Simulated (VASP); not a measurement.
# C (P6_3/mmc) in VASP: notebook

The runs below take C through single point, with PBE.

All numbers are computed with VASP 6.6.1; they aren't measurements. Logs are shortened: lines on timing, memory, paths and dates and some standing lists are left out, and cuts for length are marked.

## 1. The cell of the first run

The structure is hexagonal, space group P6_3/mmc (No. 194). Conventional cell: a = 3.054 Å, b = 3.054 Å, c = 5.195 Å, α = 90.00°, β = 90.00°, γ = 120.00°. C (site symmetry 3m) has 4 C at 1.86 to 1.99 Å within 2.5 Å.

## 2. Single point, PBE (Ge replaced by C, lengths x 0.780, strained)

Input file INCAR:

```
PREC = Accurate ; ENCUT = 520
EDIFF = 1E-7 ; ISMEAR = 0
SIGMA = 0.02 ; LREAL = F
LASPH = T ; NELM = 80
ALGO = Normal ; ISIF = 2
LWAVE = F ; LCHARG = F
GGA = PE ; NBANDS = 16
```

Input file KPOINTS:

```
regular mesh
0
Gamma
  12 12 6
```

Input file POSCAR:

```
C
1.0
    3.0536342990      0.0000000000      0.0000000000
   -1.5268171495      2.6445248768      0.0000000000
    0.0000000000      0.0000000000      5.1954896389
C
4
Direct
    0.6666666667      0.3333333333      0.0583553670
    0.3333333333      0.6666666667      0.5583553670
    0.6666666667      0.3333333333      0.4416446330
    0.3333333333      0.6666666667      0.9416446330
```

Potentials or basis: VASP PAW PBE potentials, release 64 (C).

Command:

```bash
$ cat potpaw_PBE.64/C/POTCAR > POTCAR
$ mpirun -np 1 vasp_std > vasp.out
```

OUTCAR:

```text
PREC = Accurate
   ENCUT = 520
   EDIFF = 1E-7
   ISMEAR = 0
   LREAL = F
   LASPH = T
   NELM = 80
   ISIF = 2
   GGA = PE

 ion  position               nearest neighbor table
   1  0.667  0.333  0.058-   4 1.86   4 1.86   4 1.86   3 1.99
   2  0.333  0.667  0.558-   3 1.86   3 1.86   3 1.86   4 1.99
   3  0.667  0.333  0.442-   2 1.86   2 1.86   2 1.86   1 1.99
   4  0.333  0.667  0.942-   1 1.86   1 1.86   1 1.86   2 1.99

  LATTYP: Found a hexagonal cell.
 ALAT       =     3.0536342990
 C/A-ratio  =     1.7014118687

  Lattice vectors:

 A1 = (   3.0536342990,   0.0000000000,   0.0000000000)
 A2 = (  -1.5268171495,   2.6445248768,   0.0000000000)
 A3 = (   0.0000000000,   0.0000000000,   5.1954896389)

Analysis of symmetry for initial positions (statically):
=====================================================================
 Subroutine PRICEL returns:
 Original cell was already a primitive cell.

 Routine SETGRP: Setting up the symmetry group for a
 hexagonal supercell.

 Subroutine GETGRP returns: Found 24 space group operations
 (whereof 12 operations were pure point group operations)
 out of a pool of 24 trial point group operations.

The static configuration has the point symmetry D_3d.
 The point group associated with its full space group is D_6h.

Analysis of symmetry for dynamics (positions and initial velocities):
=====================================================================
 Subroutine PRICEL returns:
 Original cell was already a primitive cell.

 Routine SETGRP: Setting up the symmetry group for a
 hexagonal supercell.

 Subroutine GETGRP returns: Found 24 space group operations
 (whereof 12 operations were pure point group operations)
 out of a pool of 24 trial point group operations.

The dynamic configuration has the point symmetry D_3d.
 The point group associated with its full space group is D_6h.

 Subroutine INISYM returns: Found 24 space group operations
 (whereof 12 operations are pure point group operations),
 and found     1 'primitive' translations

----------------------------------------------------------------------------------------

                                     Primitive cell

  volume of cell :      41.9557

  direct lattice vectors                    reciprocal lattice vectors
     3.053634299  0.000000000  0.000000000     0.327478638  0.189069880  0.000000000
    -1.526817150  2.644524877  0.000000000     0.000000000  0.378139759  0.000000000
     0.000000000  0.000000000  5.195489639     0.000000000  0.000000000  0.192474640

  length of vectors
     3.053634299  3.053634299  5.195489639     0.378139759  0.378139759  0.192474640

  position of ions in fractional coordinates (direct lattice)
     0.666666667  0.333333333  0.058355367
     0.333333333  0.666666667  0.558355367
     0.666666667  0.333333333  0.441644633
     0.333333333  0.666666667  0.941644633

  ion indices of the primitive-cell ions
   primitive index   ion index
                 1           1
                 2           2
                 3           3
                 4           4

----------------------------------------------------------------------------------------

 KPOINTS: regular mesh

Automatic generation of k-mesh.
 Grid dimensions read from file:
 generate k-points for:   12   12    6

 Generating k-lattice:

  Cartesian coordinates                     Fractional coordinates (reciprocal lattice)
     0.027289886  0.015755823  0.000000000     0.083333333 -0.000000000  0.000000000
     0.000000000  0.031511647  0.000000000     0.000000000  0.083333333  0.000000000
     0.000000000  0.000000000  0.032079107     0.000000000  0.000000000  0.166666667

  Length of vectors
     0.031511647  0.031511647  0.032079107

  Shift w.r.t. Gamma in fractional coordinates (k-lattice)
     0.000000000  0.000000000  0.000000000

 Subroutine IBZKPT returns following result:
 ===========================================

 Found     76 irreducible k-points:

 Following reciprocal coordinates:
            Coordinates               Weight
  0.000000  0.000000  0.000000      1.000000
  0.083333  0.000000  0.000000      6.000000
  0.166667  0.000000  0.000000      6.000000
  0.250000  0.000000  0.000000      6.000000
  0.333333 -0.000000  0.000000      6.000000
  0.416667  0.000000  0.000000      6.000000
[... 16 lines left out ...]
  0.250000  0.000000  0.166667     12.000000
  0.333333 -0.000000  0.166667     12.000000
 [... further k-points ...]
   k-points           NKPTS =     76   k-points in BZ     NKDIM =     76   number of bands    NBANDS=     16
   number of dos      NEDOS =    301   number of ions     NIONS =      4
   total plane-waves  NPLWV =  23040
   dimension x,y,z NGX =    24 NGY =   24 NGZ =   40
   dimension x,y,z NGXF=    48 NGYF=   48 NGZF=   80
   ions per type =               4
   NGX,Y,Z   is equivalent  to a cutoff of  13.07, 13.07, 12.80 a.u.
   NGXF,Y,Z  is equivalent  to a cutoff of  26.13, 26.13, 25.60 a.u.
 SYSTEM =  unknown system
   PREC   = accura    normal or accurate (medium, high low for compatibility)
   ISTART =      0    job   : 0-new  1-cont  2-samecut
   ICHARG =      2    charge: 1-file 2-atom 10-const
   ISPIN  =      1    spin polarized calculation?
   LNONCOLLINEAR =      F non collinear calculations
   LSORBIT =      F    spin-orbit coupling
   LASPH  =      T    aspherical Exc in radial PAW
   ENCUT  =  520.0 eV  38.22 Ry    6.18 a.u.   5.68  5.68  9.66*2*pi/ulx,y,z
   NELM   =     80;   NELMIN=  2; NELMDL= -5     # of ELM steps
   EDIFF  = 0.1E-06   stopping-criterion for ELM
   LREAL  =      F    real-space projection
   EDIFFG = 0.1E-05   stopping-criterion for IOM
   NSW    =      0    number of steps for IOM
   IBRION =     -1    ionic relax: 0-MD 1-quasi-New 2-CG
   NFREE  =      0    steps in history (QN), initial steepest desc. (CG)
   ISIF   =      2    stress and relaxation
   ISYM   =      2    0-nonsym 1-usesym 2-fastsym
   POTIM  = 0.5000    time-step for ionic-motion
   TEBEG  =    0.0;   TEEND  =   0.0 temperature during run
   PSTRESS=    0.0 pullay stress
   NELECT =      16.0000    total number of electrons
   NUPDOWN=      -1.0000    fix difference up-down
   EMIN   =  10.00;   EMAX   =-10.00  energy-range for DOS
   EFERMI =   0.00;   METHOD = LEGACY
   ISMEAR =     0;   SIGMA  =   0.02  broadening in eV -4-tet -1-fermi 0-gaus
   EFERMI_NEDOS =   21; number of points for ismear=-14 and -15
   IALGO  =     38    algorithm
   IMIX   =      4    mixing-type and parameters
     AMIX     =   0.40;   BMIX     =  1.00
     AMIX_MAG =   1.60;   BMIX_MAG =  1.00
  volume/ion in A,a.u.               =      10.49        70.78
  Fermi-wavevector in a.u.,A,eV,Ry     =   1.187183  2.243451 19.176107  1.409404
  Thomas-Fermi vector in A             =   2.323340
   LORBIT       =      0    0 simple, 1 ext, 2 COOP (PROOUT), +10 PAW based schemes
   GGA     = PE    functional components
   LHFCALC =     F    Hartree Fock is set to
   AEXX    =    0.0000 exact exchange contribution
   IVDW    =     0    specifies the selected vdW correction
   LEPSILON=     F    determine dielectric tensor
   LRPA    =     F    only Hartree local field effects (RPA)
 non-spin polarized calculation
 Gauss-broadening in eV      SIGMA  =   0.02
  energy-cutoff  :      520.00
  volume of cell :       41.96
 maximum number of plane-waves:      1148
 NGX is ok and might be reduce to    24
   NGX = 11   NGY = 11   NGZ = 19

 number of electron      15.9999999 magnetization

 Free energy of the ion-electron system (eV)
  ---------------------------------------------------
  ext. energy  EPLUGINS =         0.00000000
  ---------------------------------------------------
  free energy    TOTEN  =       -28.56223875 eV

  energy without entropy =      -28.56223875  energy(sigma->0) =      -28.56223875

 E-fermi :   3.1724     XC(G=0): -10.3505

 val. band max:        3.0879341448   @ k =   0.0000   0.0000   0.0000
 cond. band min:       4.6448796408   @ k =   0.0000   0.0000   0.0000
 fundamental gap:      1.5569454961
 Fermi energy:         3.1723610853

 k-point     1 :       0.0000    0.0000    0.0000
  band No.  band energies     occupation
      1     -12.2367      2.00000
      2      -9.6434      2.00000
      3      -5.2378      2.00000
      4       1.1767      2.00000
      5       1.1767      2.00000
      6       2.5333      2.00000
[... 8 lines left out ...]
     15       8.8699      0.00000
     16      11.7223      0.00000

 k-point     2 :       0.0833    0.0000    0.0000
  band No.  band energies     occupation
      1     -12.1263      2.00000
      2      -9.5370      2.00000
      3      -5.1783      2.00000
      4       0.4843      2.00000
      5       0.9988      2.00000
      6       1.7918      2.00000
[... 8 lines left out ...]
     15       9.1317      0.00000
     16      11.6299      0.00000

 k-point     3 :       0.1667    0.0000    0.0000
  band No.  band energies     occupation
      1     -11.7979      2.00000
      2      -9.2204      2.00000
      3      -5.0438      2.00000
      4      -0.8455      2.00000
      5       0.3602      2.00000
      6       0.5745      2.00000
[... 8 lines left out ...]
     15       9.8003      0.00000
     16      11.3939      0.00000

 k-point     4 :       0.2500    0.0000    0.0000
  band No.  band energies     occupation
      1     -11.2621      2.00000
      2      -8.7026      2.00000
      3      -5.0420      2.00000
      4      -2.0234      2.00000
      5      -1.1933      2.00000
      6       0.0931      2.00000
[... 8 lines left out ...]
     15      10.6381      0.00000
     16      11.3104      0.00000
[... 324 lines left out ...]
 k-point    22 :       0.1667    0.0000    0.1667
  band No.  band energies     occupation
      1     -11.6888      2.00000
      2      -9.5391      2.00000
      3      -4.5507      2.00000
      4      -0.7405      2.00000
      5       0.0724      2.00000
      6       0.6500      2.00000
[... 8 lines left out ...]
     15       9.6617      0.00000
     16      11.0546      0.00000

 k-point    23 :       0.2500    0.0000    0.1667
  band No.  band energies     occupation
      1     -11.1542      2.00000
      2      -9.0232      2.00000
      3      -4.6276      2.00000
      4      -1.8439      2.00000
      5      -1.4426      2.00000
      6       0.1708      2.00000
[... 8 lines left out ...]
     15      10.4902      0.00000
     16      11.0925      0.00000

 k-point    24 :       0.3333   -0.0000    0.1667
  band No.  band energies     occupation
      1     -10.4398      2.00000
      2      -8.3379      2.00000
      3      -5.3165      2.00000
      4      -2.9325      2.00000
      5      -2.1396      2.00000
      6      -0.2358      2.00000
[... 8 lines left out ...]
     15      11.2564      0.00000
     16      11.8533      0.00000

 [... further k-points ...]

------------------------ aborting loop because EDIFF is reached ----------------------------------------

  FORCE on cell =-STRESS in cart. coord.  units (eV):
  Direction    XX          YY          ZZ          XY          YZ          ZX
  --------------------------------------------------------------------------------------
  -------------------------------------------------------------------------------------
  Total      -20.2922136    -20.2922136    -19.1182200      0.0000000     -0.0000000      0.0000000
  in kB     -774.9056773   -774.9056773   -730.0739831      0.0000000     -0.0000000      0.0000000
  external PRESSURE =    -759.9617793 kB  Pullay stress =       0.0000000 kB

 VOLUME and BASIS-vectors are now :
 -----------------------------------------------------------------------------
  energy-cutoff  :      520.00
  volume of cell :       41.96
      direct lattice vectors                 reciprocal lattice vectors
     3.053634299  0.000000000  0.000000000     0.327478638  0.189069880  0.000000000
    -1.526817150  2.644524877  0.000000000     0.000000000  0.378139759  0.000000000
     0.000000000  0.000000000  5.195489639     0.000000000  0.000000000  0.192474640

 POSITION                                       TOTAL-FORCE (eV/Angst)
 -----------------------------------------------------------------------------------
      1.52682      0.88151      0.30318        -0.000000     -0.000000     -0.258353
     -0.00000      1.76302      2.90093         0.000000     -0.000000     -0.258353
      1.52682      0.88151      2.29456         0.000000      0.000000      0.258353
     -0.00000      1.76302      4.89230        -0.000000      0.000000      0.258353
 -----------------------------------------------------------------------------------
    total drift:                               -0.000000      0.000000     -0.000000

  FREE ENERGIE OF THE ION-ELECTRON SYSTEM (eV)
  ---------------------------------------------------
  free  energy   TOTEN  =       -28.5622387516 eV

  energy  without entropy=      -28.5622387516  energy(sigma->0) =      -28.56223875
```

Run time: 50 s. Hardware: 1 thread of Intel Xeon 8259CL, shared host; peak memory 0.17 GiB.

Results:

```
Free energy   : -28.5622 eV
Pressure      : -76.0 GPa
Largest force : 0.258 eV/Å
```

Forces in eV/Å, atoms in the order of the input:
```
C    0.000  0.000 -0.258
C    0.000  0.000 -0.258
C    0.000  0.000  0.258
C    0.000  0.000  0.258
```

Caveat: the cell differs from its parent crystal (Ge replaced by C, lengths x 0.780, strained); the cell stands under tension; this functional lacks dispersion, which binds layers or chains, so the pressure and a relaxed spacing across them are unreliable.

## 3. Single point, PBE

Input file INCAR:

```
SYSTEM = C
PREC = Accurate
ENCUT = 520
EDIFF = 1E-7
ISMEAR = 0
SIGMA = 0.02
LREAL = .False.
LASPH = .True.
NELM = 100
ALGO = Normal
ISIF = 2
LWAVE = .False.
LCHARG = .False.
GGA = PE
NBANDS = 16
```

Input file KPOINTS:

```
regular mesh
0
Gamma
  12 12 6
  0 0 0
```

POSCAR is that of step 2.

Potentials or basis: VASP PAW PBE potentials, release 64 (C).

Command:

```bash
$ cat potpaw_PBE.64/C/POTCAR > POTCAR
$ mpirun -np 1 vasp_std > vasp.out
```

It took 49 s on 1 thread of Intel Xeon 8259CL, shared host; peak memory 0.17 GiB.

Results (log left out):

- Free energy: -28.5622 eV
- Pressure: -76.0 GPa
- Largest force: 0.258 eV/Å

Forces on the atoms (eV/Å):
```
C    0.000  0.000 -0.258
C    0.000  0.000 -0.258
C    0.000  0.000  0.258
C    0.000  0.000  0.258
```

Stress tensor (GPa, compression positive):
```
-77.49   0.00   0.00
  0.00 -77.49   0.00
  0.00   0.00 -73.01
```

Caveat: the cell stands under tension; this functional lacks dispersion, which binds layers or chains, so the pressure and a relaxed spacing across them are unreliable.
